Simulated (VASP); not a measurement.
Set up this calculation in VASP 6.6.1, as the native input.

```yaml
Task: relaxation of the atoms
Functional: PBEsol
Potentials_or_basis: VASP PAW PBE potentials, release 64 (Si)
Cutoff: 520 eV
k_mesh: 2 × 2 × 2
Occupations: fermi-dirac, width 0.05 eV
Spin: no spin polarisation
Dipole_correction: no
Further_INCAR_settings: LREAL = Auto; ALGO = Normal; EDIFF = 1e-06; IBRION = 2; EDIFFG = -0.08; NSW = 45
```

The structure of Si (a cell with a defect) lies in POSCAR:

```
Si
1.0
    0.0000000000      5.4300000000      5.4300000000
    5.4300000000      0.0000000000      5.4300000000
    5.4300000000      5.4300000000      0.0000000000
Si
17
Direct
    0.0000000000      0.0000000000      0.0000000000
    0.1250000000      0.1250000000      0.1250000000
    0.0000000000      0.0000000000      0.5000000000
    0.1250000000      0.1250000000      0.6250000000
    0.0000000000      0.5000000000      0.0000000000
    0.1250000000      0.6250000000      0.1250000000
    0.0000000000      0.5000000000      0.5000000000
    0.1250000000      0.6250000000      0.6250000000
    0.5000000000      0.0000000000      0.0000000000
    0.6250000000      0.1250000000      0.1250000000
    0.5000000000      0.0000000000      0.5000000000
    0.6250000000      0.1250000000      0.6250000000
    0.5000000000      0.5000000000      0.0000000000
    0.6250000000      0.6250000000      0.1250000000
    0.5000000000      0.5000000000      0.5000000000
    0.6250000000      0.6250000000      0.6250000000
    0.2450520000      0.2481382000      0.2575615000
```

One way to write it, as run:

INCAR

```
ALGO = Normal
EDIFF = 1E-6
EDIFFG = -0.08
ENCUT = 520
GGA = PS
IBRION = 2
ISIF = 2
ISMEAR = -1
LASPH = True
LCHARG = False
LREAL = Auto
LWAVE = False
NELM = 60
NSW = 45
PREC = Accurate
SIGMA = 0.05
```

KPOINTS

```
k-points
0
Gamma
  2 2 2
```

Potentials or basis: VASP PAW PBE potentials, release 64 (Si).

Command:

```bash
$ cat potpaw_PBE.64/Si/POTCAR > POTCAR
$ mpirun -np 1 vasp_std > vasp.out
```

It gave:

```json
{"Energy gained by relaxing": "7.6 meV/atom", "Ionic steps": "4", "Pressure after relaxing": "3.4 GPa", "Largest force after relaxing": "0.072 eV/Å", "Band gap on the k mesh": "zero (bands 34 and 35 overlap by 0.25 eV)"}
```

Caveat: the k points lie up to 0.50 Å⁻¹ apart; the PAW data sets were made with another functional, which shifts forces and pressure a little; the relaxation stopped at a loose force limit of 0.08 eV/Å, so its end isn't a converged minimum.

Wall time 13 min on 1 thread of Oxide Virtual Turin-like Processor, with other jobs on the host, peak memory 0.49 GiB.
